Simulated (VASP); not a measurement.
Wanted: the native input for a VASP 6.6.1 run.

* Task: single point
* Functional: PBE
* Potentials or basis: VASP PAW PBE potentials, release 64 (Cu, O)
* Cutoff: 520 eV
* k mesh: 4 × 7 × 4
* Occupations: fermi-dirac, width 0.05 eV
* Spin: collinear spin
* Starting moments: [0.03, 0.03, 0.03, 0.03, 0.0, 0.0, 0.0, 0.0] μB
* Dipole correction: no
* Further INCAR settings: ALGO = Normal; EDIFF = 1e-06; NBANDS = 48

The structure of CuO lies in POSCAR:

```
CuO
1.0
    4.6791000000     -3.4805000000      0.0000000000
    2.3395500000      1.7402500000      0.0000000000
   -0.7652000000      0.0000000000      5.0607800000
Cu O
4 4
Direct
    0.0000000000      0.5000000000      0.0000000000
    0.5000000000      0.5000000000      0.0000000000
    0.2500000000      0.0000000000      0.5000000000
    0.7500000000      0.0000000000      0.5000000000
    0.2738500000      0.4523000000      0.2500000000
    0.7738500000      0.4523000000      0.2500000000
    0.2261500000      0.5477000000      0.7500000000
    0.7261500000      0.5477000000      0.7500000000
```

The input as run:

INCAR

```
SYSTEM = CuO
ALGO = Normal
EDIFF = 1E-6
ENCUT = 520
GGA = PE
ISIF = 2
ISMEAR = -1
ISPIN = 2
LASPH = .TRUE.
LCHARG = .FALSE.
LMAXMIX = 4
LORBIT = 11
LREAL = .FALSE.
LWAVE = .FALSE.
MAGMOM = 0.03 0.03 0.03 0.03 0 0 0 0
NBANDS = 48
NELM = 150
PREC = Accurate
SIGMA = 0.05
```

KPOINTS

```
k-points
0
G
  4 7 4
  0 0 0
```

Potentials or basis: VASP PAW PBE potentials, release 64 (Cu, O).

Launch:

```sh
$ cat potpaw_PBE.64/Cu/POTCAR potpaw_PBE.64/O/POTCAR > POTCAR
$ mpirun -np 1 vasp_std > vasp.out
```

Results of the run:

```yaml
Pressure: 7.6 GPa
Largest_force: 0.222 eV/Å
Band_gap_on_the_k_mesh: zero (filled and empty bands overlap)
Net_moment: 0.00 μB per cell
Valence_electrons_inside_the_program's_atomic_spheres: Cu 9.93; O 4.97
```

Caveat: the cell stands under pressure; semilocal functionals often make such compounds metallic where correlation or magnetic order opens a gap, which also shifts bond lengths.

Wall time 9.2 min on 1 thread of Oxide Virtual Turin-like Processor (shared host), peak memory 0.41 GiB.
